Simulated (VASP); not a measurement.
# Mo: single point with PBE

Crystal: Mo.

```
Mo
1.0
     3.19606    0.00000    0.00000
     0.00000    3.19606    0.00000
     0.00000    0.00000    3.03418
Mo
2
Direct
  0.00000 0.00000 0.00000
  0.50000 0.50000 0.50000
```

This cell differs from its parent crystal: uniaxial strain along c: -4.0 %, then relaxed in part.

```
Program                : VASP 6.6.1
Task                   : single point
Functional             : PBE
Potentials or basis    : VASP PAW PBE potentials, release 64 (Mo_sv)
Cutoff                 : 520 eV
k mesh                 : 16 × 16 × 16
Occupations            : gaussian, width 0.1 eV
Spin                   : no spin polarisation
Dipole correction      : no
Further INCAR settings : ALGO = Fast; EDIFF = 1e-06; NBANDS = 21
```

```yaml
Pressure: 6.0 GPa
Band_gap_on_the_k_mesh: zero (bands 14 and 15 overlap by 2.63 eV)
```

Stress tensor (GPa, compression positive):
```
 0.55  0.00  0.00
 0.00  0.55  0.00
 0.00  0.00 16.89
```

Levels at points of the mesh, in eV from the Fermi level:
| k point | band 11 | band 12 | band 13 | band 14 | band 15 | band 16 | band 17 | band 18 |
| --- | --- | --- | --- | --- | --- | --- | --- | --- |
| (0.00, 0.00, 0.00) | -5.45 | -1.79 | -1.16 | -1.16 | 1.23 | 2.03 | 3.96 | 3.96 |
| (0.50, 0.00, 0.00) | -2.80 | -2.80 | -0.74 | -0.74 | -0.30 | -0.30 | 0.98 | 0.98 |
| (0.50, 0.50, 0.00) | -3.00 | -3.00 | 1.16 | 1.16 | 1.36 | 1.36 | 2.08 | 2.08 |
| (0.00, 0.00, 0.50) | -2.59 | -2.59 | -0.89 | -0.89 | -0.89 | -0.89 | 0.68 | 0.68 |
| (0.50, 0.00, 0.50) | -3.66 | -3.66 | 1.73 | 1.73 | 1.80 | 1.80 | 2.68 | 2.68 |
| (0.50, 0.50, 0.50) | -2.77 | -2.77 | -2.44 | -2.44 | 2.26 | 2.26 | 2.64 | 2.64 |

Run time: 110 s on 1 thread of Intel(R) Xeon(R) 6975P-C (Granite Rapids), with other jobs on the host, peak memory 0.3 GiB.

Caveat: the cell differs from its parent crystal (uniaxial strain along c: -4.0 %, then relaxed in part); the cell stands under pressure.
